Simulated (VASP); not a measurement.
# Si2Mo (I4/mmm) in VASP: a series of runs

Si2Mo is run at these levels: PBEsol+D4, PBE+D3(BJ); tasks: single point.

Program: VASP 6.6.1. These are calculated values, not measurements. Logs are shortened: lines on timing, memory, paths and dates and some standing lists are left out, and cuts for length are marked.

## (1) The cell of the first run

Symmetry: I4/mmm, No. 139, tetragonal system. The conventional cell has a = 3.157 Å, b = 3.157 Å, c = 7.755 Å, α = 90.00°, β = 90.00°, γ = 90.00°. Within 3.4 Å of Mo (site symmetry 4/mmm) lie 10 Si at 2.58 Å and 4 Mo at 3.16 Å. Within 3.4 Å of Si (site symmetry 4mm) lie 9 Si at 2.58 to 3.16 Å and 5 Mo at 2.58 Å.

## (2) Single point, PBEsol+D4

INCAR reads:

```
PREC = Accurate ; ENCUT = 520
EDIFF = 1E-6 ; ISMEAR = -1
SIGMA = 0.05 ; LREAL = False
LASPH = True ; NELM = 80
ALGO = Normal ; ISIF = 2
LWAVE = False ; LCHARG = False
GGA = PS ; IVDW = 13
NBANDS = 18
```

KPOINTS reads:

```
regular mesh
0
Gamma
  12 12 12
```

POSCAR reads:

```
Si2Mo
1.0
   -1.5783757276      1.5783757276      3.8773786233
    1.5783757276     -1.5783757276      3.8773786233
    1.5783757276      1.5783757276     -3.8773786233
Mo Si
1 2
Direct
    0.0000000000      0.0000000000      0.0000000000
    0.6670000000      0.6670000000      0.0000000000
    0.3330000000      0.3330000000      0.0000000000
```

Potentials or basis: VASP PAW PBE potentials, release 64 (Mo_sv, Si).

On the command line:

```bash
$ cat potpaw_PBE.64/Mo_sv/POTCAR potpaw_PBE.64/Si/POTCAR > POTCAR
$ mpirun -np 1 vasp_std > vasp.out
```

OUTCAR:

```text
PREC = Accurate
   ENCUT = 520
   EDIFF = 1E-6
   ISMEAR = -1
   LREAL = False
   LASPH = True
   NELM = 80
   ISIF = 2
   GGA = PS
   IVDW = 13

 ion  position               nearest neighbor table
   1  0.000  0.000  0.000-   2 2.58   2 2.58   2 2.58   3 2.58   2 2.58   3 2.58   3 2.58   3 2.58
                             2 2.58   3 2.58
   2  0.667  0.667  0.000-   3 2.58   3 2.58   3 2.58   3 2.58   1 2.58   1 2.58   1 2.58   1 2.58
                             1 2.58   3 2.59
   3  0.333  0.333  0.000-   2 2.58   2 2.58   2 2.58   2 2.58   1 2.58   1 2.58   1 2.58   1 2.58
                             1 2.58   2 2.59

  LATTYP: Found a body centered tetragonal cell.
 ALAT       =     3.1567514552
 C/A-ratio  =     2.4565625000

  Lattice vectors:

 A1 = (  -1.5783757276,   1.5783757276,   3.8773786233)
 A2 = (   1.5783757276,  -1.5783757276,   3.8773786233)
 A3 = (   1.5783757276,   1.5783757276,  -3.8773786233)

Analysis of symmetry for initial positions (statically):
=====================================================================
 Subroutine PRICEL returns:
 Original cell was already a primitive cell.

 Routine SETGRP: Setting up the symmetry group for a
 body centered tetragonal supercell.

 Subroutine GETGRP returns: Found 16 space group operations
 (whereof 16 operations were pure point group operations)
 out of a pool of 16 trial point group operations.

The static configuration has the point symmetry D_4h.

Analysis of symmetry for dynamics (positions and initial velocities):
=====================================================================
 Subroutine PRICEL returns:
 Original cell was already a primitive cell.

 Routine SETGRP: Setting up the symmetry group for a
 body centered tetragonal supercell.

 Subroutine GETGRP returns: Found 16 space group operations
 (whereof 16 operations were pure point group operations)
 out of a pool of 16 trial point group operations.

The dynamic configuration has the point symmetry D_4h.

 Subroutine INISYM returns: Found 16 space group operations
 (whereof 16 operations are pure point group operations),
 and found     1 'primitive' translations

----------------------------------------------------------------------------------------

                                     Primitive cell

  volume of cell :      38.6384

  direct lattice vectors                    reciprocal lattice vectors
    -1.578375728  1.578375728  3.877378623     0.000000000  0.316781354  0.128953102
     1.578375728 -1.578375728  3.877378623     0.316781354  0.000000000  0.128953102
     1.578375728  1.578375728 -3.877378623     0.316781354  0.316781354  0.000000000

  length of vectors
     4.473992050  4.473992050  4.473992050     0.342022410  0.342022410  0.447996487

  position of ions in fractional coordinates (direct lattice)
     0.000000000  0.000000000  0.000000000
     0.667000000  0.667000000  0.000000000
     0.333000000  0.333000000  0.000000000

  ion indices of the primitive-cell ions
   primitive index   ion index
                 1           1
                 2           2
                 3           3

----------------------------------------------------------------------------------------

 KPOINTS: regular mesh

Automatic generation of k-mesh.
 Grid dimensions read from file:
 generate k-points for:   12   12   12

 Generating k-lattice:

  Cartesian coordinates                     Fractional coordinates (reciprocal lattice)
     0.000000000  0.026398446  0.010746092     0.083333333  0.000000000  0.000000000
     0.026398446  0.000000000  0.010746092     0.000000000  0.083333333  0.000000000
     0.026398446  0.026398446  0.000000000     0.000000000  0.000000000  0.083333333

  Length of vectors
     0.028501867  0.028501867  0.037333041

  Shift w.r.t. Gamma in fractional coordinates (k-lattice)
     0.000000000  0.000000000  0.000000000

 Subroutine IBZKPT returns following result:
 ===========================================

 Found    163 irreducible k-points:

 Following reciprocal coordinates:
            Coordinates               Weight
  0.000000  0.000000  0.000000      1.000000
  0.083333  0.000000  0.000000      8.000000
  0.166667  0.000000  0.000000      8.000000
  0.250000  0.000000 -0.000000      8.000000
  0.333333  0.000000 -0.000000      8.000000
  0.416667  0.000000  0.000000      8.000000
[... 16 lines left out ...]
  0.500000  0.166667  0.000000     16.000000
 -0.416667  0.166667  0.000000     16.000000
 [... further k-points ...]
   k-points           NKPTS =    163   k-points in BZ     NKDIM =    163   number of bands    NBANDS=     18
   number of dos      NEDOS =    301   number of ions     NIONS =      3
   total plane-waves  NPLWV =  46656
   dimension x,y,z NGX =    36 NGY =   36 NGZ =   36
   dimension x,y,z NGXF=    72 NGYF=   72 NGZF=   72
   ions per type =               1   2
   NGX,Y,Z   is equivalent  to a cutoff of  13.38, 13.38, 13.38 a.u.
   NGXF,Y,Z  is equivalent  to a cutoff of  26.75, 26.75, 26.75 a.u.
 SYSTEM =  unknown system
   PREC   = accura    normal or accurate (medium, high low for compatibility)
   ISTART =      0    job   : 0-new  1-cont  2-samecut
   ICHARG =      2    charge: 1-file 2-atom 10-const
   ISPIN  =      1    spin polarized calculation?
   LNONCOLLINEAR =      F non collinear calculations
   LSORBIT =      F    spin-orbit coupling
   LASPH  =      T    aspherical Exc in radial PAW
   ENCUT  =  520.0 eV  38.22 Ry    6.18 a.u.   8.32  8.32  8.32*2*pi/ulx,y,z
   NELM   =     80;   NELMIN=  2; NELMDL= -5     # of ELM steps
   EDIFF  = 0.1E-05   stopping-criterion for ELM
   LREAL  =      F    real-space projection
   EDIFFG = 0.1E-04   stopping-criterion for IOM
   NSW    =      0    number of steps for IOM
   IBRION =     -1    ionic relax: 0-MD 1-quasi-New 2-CG
   NFREE  =      0    steps in history (QN), initial steepest desc. (CG)
   ISIF   =      2    stress and relaxation
   ISYM   =      2    0-nonsym 1-usesym 2-fastsym
   POTIM  = 0.5000    time-step for ionic-motion
   TEBEG  =    0.0;   TEEND  =   0.0 temperature during run
   PSTRESS=    0.0 pullay stress
   NELECT =      22.0000    total number of electrons
   NUPDOWN=      -1.0000    fix difference up-down
   EMIN   =  10.00;   EMAX   =-10.00  energy-range for DOS
   EFERMI =   0.00;   METHOD = LEGACY
   ISMEAR =    -1;   SIGMA  =   0.05  broadening in eV -4-tet -1-fermi 0-gaus
   EFERMI_NEDOS =   21; number of points for ismear=-14 and -15
   IALGO  =     38    algorithm
   IMIX   =      4    mixing-type and parameters
     AMIX     =   0.40;   BMIX     =  1.00
     AMIX_MAG =   1.60;   BMIX_MAG =  1.00
  volume/ion in A,a.u.               =      12.88        86.91
  Fermi-wavevector in a.u.,A,eV,Ry     =   1.356884  2.564139 25.050152  1.841134
  Thomas-Fermi vector in A             =   2.483849
   LORBIT       =      0    0 simple, 1 ext, 2 COOP (PROOUT), +10 PAW based schemes
   GGA     = PS    functional components
   LHFCALC =     F    Hartree Fock is set to
   AEXX    =    0.0000 exact exchange contribution
   IVDW    =    13    specifies the selected vdW correction
   LEPSILON=     F    determine dielectric tensor
   LRPA    =     F    only Hartree local field effects (RPA)
 non-spin polarized calculation
  energy-cutoff  :      520.00
  volume of cell :       38.64
 maximum number of plane-waves:      1056
 NGX is ok and might be reduce to    36
   NGX = 17   NGY = 17   NGZ = 17

 number of electron      22.0000000 magnetization

 Free energy of the ion-electron system (eV)
  ---------------------------------------------------
  ext. energy  EPLUGINS =         0.00000000
  ---------------------------------------------------
  free energy    TOTEN  =       -25.04920245 eV

  energy without entropy =      -25.04708316  energy(sigma->0) =      -25.04814281

 E-fermi :  12.8128     XC(G=0): -12.7049

 val. band max:       12.7458374607   @ k =  -0.3333  -0.4167   0.3333
 cond. band min:      12.8569021901   @ k =   0.0833   0.0000   0.0000
 fundamental gap:      0.1110647294
 Fermi energy:        12.8128339338

 k-point     1 :       0.0000    0.0000    0.0000
  band No.  band energies     occupation
      1     -47.7791      2.00000
      2     -22.0050      2.00000
      3     -21.8806      2.00000
      4     -21.8806      2.00000
      5      -0.9691      2.00000
      6       6.1925      2.00000
[... 10 lines left out ...]
     17      18.0988      0.00000
     18      18.0988      0.00000

 k-point     2 :       0.0833    0.0000    0.0000
  band No.  band energies     occupation
      1     -47.7776      2.00000
      2     -22.0035      2.00000
      3     -21.9013      2.00000
      4     -21.8786      2.00000
      5      -0.8380      2.00000
      6       6.2120      2.00000
[... 10 lines left out ...]
     17      18.2183      0.00000
     18      18.8267      0.00000

 k-point     3 :       0.1667    0.0000    0.0000
  band No.  band energies     occupation
      1     -47.7734      2.00000
      2     -21.9994      2.00000
      3     -21.9575      2.00000
      4     -21.8734      2.00000
      5      -0.4521      2.00000
      6       6.2039      2.00000
[... 10 lines left out ...]
     17      18.9388      0.00000
     18      20.2561      0.00000

 k-point     4 :       0.2500    0.0000   -0.0000
  band No.  band energies     occupation
      1     -47.7677      2.00000
      2     -22.0339      2.00000
      3     -21.9932      2.00000
      4     -21.8662      2.00000
      5       0.1672      2.00000
      6       5.8974      2.00000
[... 10 lines left out ...]
     17      20.0262      0.00000
     18      21.8965      0.00000

 k-point     5 :       0.3333    0.0000   -0.0000
  band No.  band energies     occupation
      1     -47.7620      2.00000
      2     -22.1088      2.00000
      3     -21.9874      2.00000
      4     -21.8591      2.00000
      5       0.9861      2.00000
      6       5.1208      2.00000
[... 10 lines left out ...]
     17      20.0375      0.00000
     18      22.2210      0.00000

 k-point     6 :       0.4167    0.0000    0.0000
  band No.  band energies     occupation
      1     -47.7578      2.00000
      2     -22.1632      2.00000
      3     -21.9831      2.00000
      4     -21.8538      2.00000
      5       1.9567      2.00000
      6       4.1178      2.00000
[... 10 lines left out ...]
     17      19.5383      0.00000
     18      20.7974      0.00000

 k-point     7 :       0.5000    0.0000   -0.0000
  band No.  band energies     occupation
      1     -47.7563      2.00000
      2     -22.1829      2.00000
      3     -21.9816      2.00000
      4     -21.8519      2.00000
      5       2.9114      2.00000
      6       3.1478      2.00000
[... 10 lines left out ...]
     17      19.3598      0.00000
     18      20.0054      0.00000

 k-point     8 :       0.0833    0.0833    0.0000
  band No.  band energies     occupation
      1     -47.7760      2.00000
      2     -22.0029      2.00000
      3     -21.9008      2.00000
      4     -21.8979      2.00000
      5      -0.6710      2.00000
      6       6.0700      2.00000
[... 10 lines left out ...]
     17      18.8172      0.00000
     18      19.0302      0.00000
[... 229 lines left out ...]
     17      19.7461      0.00000
     18      20.7974      0.00000

 k-point    20 :       0.2500    0.1667   -0.0000
  band No.  band energies     occupation
      1     -47.7621      2.00000
      2     -22.0249      2.00000
      3     -21.9893      2.00000
      4     -21.9405      2.00000
      5       0.8134      2.00000
      6       5.4445      2.00000
[... 10 lines left out ...]
     17      19.8555      0.00000
     18      21.5909      0.00000

 k-point    21 :       0.3333    0.1667   -0.0000
  band No.  band energies     occupation
      1     -47.7565      2.00000
      2     -22.0983      2.00000
      3     -21.9826      2.00000
      4     -21.9323      2.00000
      5       1.6198      2.00000
      6       4.9439      2.00000
[... 10 lines left out ...]
     17      20.5073      0.00000
     18      21.5706      0.00000

 k-point    22 :       0.4167    0.1667    0.0000
  band No.  band energies     occupation
      1     -47.7524      2.00000
      2     -22.1516      2.00000
      3     -21.9766      2.00000
      4     -21.9261      2.00000
      5       2.5480      2.00000
      6       4.1013      2.00000
[... 10 lines left out ...]
     17      20.4192      0.00000
     18      21.9588      0.00000

 k-point    23 :       0.5000    0.1667    0.0000
  band No.  band energies     occupation
      1     -47.7509      2.00000
      2     -22.1709      2.00000
      3     -21.9732      2.00000
      4     -21.9238      2.00000
      5       3.0813      2.00000
      6       3.5553      2.00000
[... 10 lines left out ...]
     17      20.5914      0.00000
     18      21.8287      0.00000

 k-point    24 :      -0.4167    0.1667    0.0000
  band No.  band energies     occupation
      1     -47.7525      2.00000
      2     -22.1514      2.00000
      3     -21.9734      2.00000
      4     -21.9259      2.00000
      5       2.0709      2.00000
      6       4.6042      2.00000
[... 10 lines left out ...]
     17      20.3652      0.00000
     18      21.3080      0.00000

 [... further k-points ...]

------------------------ aborting loop because EDIFF is reached ----------------------------------------

  DFT-D4 for vdW energy calculation

  Edisp (eV):   -0.99795

  FORCE on cell =-STRESS in cart. coord.  units (eV):
  Direction    XX          YY          ZZ          XY          YZ          ZX
  --------------------------------------------------------------------------------------
  -------------------------------------------------------------------------------------
  Total       0.79961     0.79961     0.79832     0.00000    -0.00000     0.00000
  in kB      33.15639    33.15639    33.10305     0.00000    -0.00000     0.00000
  external pressure =       33.14 kB  Pullay stress =        0.00 kB

 VOLUME and BASIS-vectors are now :
 -----------------------------------------------------------------------------
  energy-cutoff  :      520.00
  volume of cell :       38.64
      direct lattice vectors                 reciprocal lattice vectors
    -1.578375728  1.578375728  3.877378623     0.000000000  0.316781354  0.128953102
     1.578375728 -1.578375728  3.877378623     0.316781354  0.000000000  0.128953102
     1.578375728  1.578375728 -3.877378623     0.316781354  0.316781354  0.000000000

 POSITION                                       TOTAL-FORCE (eV/Angst)
 -----------------------------------------------------------------------------------
      0.00000      0.00000      0.00000         0.000000      0.000000     -0.000000
      0.00000      0.00000      5.17242         0.000000      0.000000     -0.261344
      0.00000      0.00000      2.58233        -0.000000     -0.000000      0.261344
 -----------------------------------------------------------------------------------
    total drift:                                0.000000      0.000000     -0.000000

  FREE ENERGIE OF THE ION-ELECTRON SYSTEM (eV)
  ---------------------------------------------------
  free  energy   TOTEN  =       -26.0471566552 eV

  energy  without entropy=      -26.0450373650  energy(sigma->0) =      -26.04609701
```

Run time: 1.8 min. Hardware: 1 thread of AMD EPYC 9R45 (Zen 5), shared host; peak memory 0.24 GiB.

What came out:

```yaml
Free_energy: -26.0472 eV
Pressure: 3.3 GPa
Largest_force: 0.261 eV/Å
Band_gap_on_the_k_mesh: zero (bands 11 and 12 overlap by 1.06 eV)
Dispersion_energy_per_atom: -0.333 eV
```

Forces on the atoms (eV/Å):
```
Mo   0.000  0.000  0.000
Si   0.000  0.000 -0.261
Si   0.000  0.000  0.261
```

Caveat: the cell stands under pressure; the PAW data sets were made with another functional, which shifts forces and pressure a little.

## (3) Single point, PBE+D3(BJ)

This run uses another cell than the first one, of 13.15 Å³/atom.

INCAR reads:

```
SYSTEM = Si2Mo
  ALGO = Normal
  EDIFF = 1E-6
  ENCUT = 520
  GGA = PE
  ISIF = 2
  ISMEAR = -1
  IVDW = 12
  LASPH = .TRUE.
  LCHARG = .FALSE.
  LREAL = .FALSE.
  LWAVE = .FALSE.
  NBANDS = 18
  NELM = 100
  PREC = Accurate
  SIGMA = 0.05
```

KPOINTS reads:

```
k-points
0
G
  12 12 12
  0 0 0
```

POSCAR reads:

```
Si2Mo
1.0
   -1.5892614214      1.5892614214      3.9041200105
    1.5892614214     -1.5892614214      3.9041200105
    1.5892614214      1.5892614214     -3.9041200105
Mo Si
1 2
Direct
    0.0000000000      0.0000000000      0.0000000000
    0.6670000000      0.6670000000      0.0000000000
    0.3330000000      0.3330000000      0.0000000000
```

Potentials or basis: VASP PAW PBE potentials, release 64 (Mo_sv, Si).

On the command line:

```bash
$ cat potpaw_PBE.64/Mo_sv/POTCAR potpaw_PBE.64/Si/POTCAR > POTCAR
$ mpirun -np 1 vasp_std > vasp.out
```

Wall time 96 s (1 thread of AMD EPYC 9R45 (Zen 5), shared host); peak memory 0.25 GiB.

The run converged. Its results:

```yaml
Free_energy: -24.9947 eV
Pressure: -0.4 GPa
Largest_force: 0.245 eV/Å
Band_gap_on_the_k_mesh: zero (bands 11 and 12 overlap by 1.05 eV)
Dispersion_energy_per_atom: -0.588 eV
```

Forces on the atoms (eV/Å):
```
Mo   0.000  0.000  0.000
Si   0.000  0.000 -0.245
Si   0.000  0.000  0.245
```

Stress tensor (GPa, compression positive):
```
-0.18  0.00  0.00
 0.00 -0.18  0.00
 0.00  0.00 -0.86
```

Levels at points of the mesh, in eV from the Fermi level:
```csv
k point,band 9,band 10,band 11,band 12,band 13,band 14
"(0.00, 0.00, 0.00)",-2.72,-2.72,0.42,3.03,3.20,3.69
"(0.50, 0.00, 0.00)",-2.69,-2.57,-0.55,2.33,3.05,4.19
"(0.50, 0.50, 0.00)",-4.58,-3.15,-1.14,2.39,2.80,3.08
"(0.50, 0.50, 0.50)",-0.61,-0.61,-0.53,-0.53,0.56,4.70
```

## (4) Single point, PBEsol+D4

This run uses another cell than the first one, of 13.15 Å³/atom.

INCAR reads:

```
ALGO     = Normal         # electronic algorithm
EDIFF    = 1E-6           # SCF threshold, eV
ENCUT    = 520            # plane-wave cutoff, eV
GGA      = PS             # functional
ISIF     = 2              # what is computed and relaxed
ISMEAR   = -1             # smearing method
IVDW     = 13             # dispersion correction
LASPH    = True           # aspherical terms in the spheres
LCHARG   = True           # write CHGCAR
LELF     = True           # ELF
LREAL    = False          # projectors in reciprocal space
LVHAR    = True         
LWAVE    = False          # write WAVECAR
NBANDS   = 18             # bands
NELM     = 80             # most SCF steps
PREC     = Accurate       # precision mode
SIGMA    = 0.05           # smearing width, eV
```

KPOINTS reads:

```
k-points
0
Gamma
  12 12 12
```

POSCAR is that of step 3.

On the command line:

```bash
$ cat potpaw_PBE.64/Mo_sv/POTCAR potpaw_PBE.64/Si/POTCAR > POTCAR
$ mpirun -np 1 vasp_std > vasp.out
```

Run time: 2.2 min. Hardware: 1 thread of AMD EPYC 9R45 (Zen 5), shared host; peak memory 0.24 GiB.

The run converged. Its results:

* Free energy: -26.0515 eV
* Pressure: -1.5 GPa
* Largest force: 0.294 eV/Å
* Band gap on the k mesh: zero (bands 11 and 12 overlap by 1.05 eV)
* Dispersion energy per atom: -0.326 eV

Forces in eV/Å, atoms in the order of the input:
```
Mo   0.000  0.000  0.000
Si   0.000  0.000 -0.294
Si   0.000  0.000  0.294
```

Stress tensor (GPa, compression positive):
```
-1.33  0.00  0.00
 0.00 -1.33  0.00
 0.00  0.00 -1.99
```

Levels at points of the mesh, in eV from the Fermi level:
```tsv
k point	band 9	band 10	band 11	band 12	band 13	band 14
(0.00, 0.00, 0.00)	-2.72	-2.72	0.42	3.00	3.21	3.69
(0.50, 0.00, 0.00)	-2.71	-2.57	-0.55	2.32	3.06	4.19
(0.50, 0.50, 0.00)	-4.59	-3.16	-1.15	2.38	2.80	3.09
(0.50, 0.50, 0.50)	-0.61	-0.61	-0.52	-0.52	0.56	4.71
```

Caveat: the PAW data sets were made with another functional, which shifts forces and pressure a little.

## (5) The runs side by side

| level | cell | gap on the mesh (eV) | pressure (GPa) | largest force (eV/Å) |
| --- | --- | --- | --- | --- |
| PBEsol+D4 | a = 4.474 Å, angles 138.7, 138.7, 59.9°, 3 atoms | none | 3.3 | 0.26 |
| PBE+D3(BJ) | a = 4.505 Å, angles 138.7, 138.7, 59.9°, 3 atoms | none | -0.4 | 0.24 |
| PBEsol+D4 | a = 4.505 Å, angles 138.7, 138.7, 59.9°, 3 atoms | none | -1.5 | 0.29 |

Alike in all rows: task single point; potentials or basis VASP PAW PBE potentials, release 64 (Mo_sv, Si); no spin polarisation; k mesh 12 × 12 × 12; cutoff (eV) 520; smearing fermi-dirac 0.05 eV.

Caveats: the PAW data sets were made with another functional, which shifts forces and pressure a little (at least some runs); the cell stands under pressure (at least some runs).

Total energies depend on the potentials used, so only differences within one code and one set of settings carry meaning.
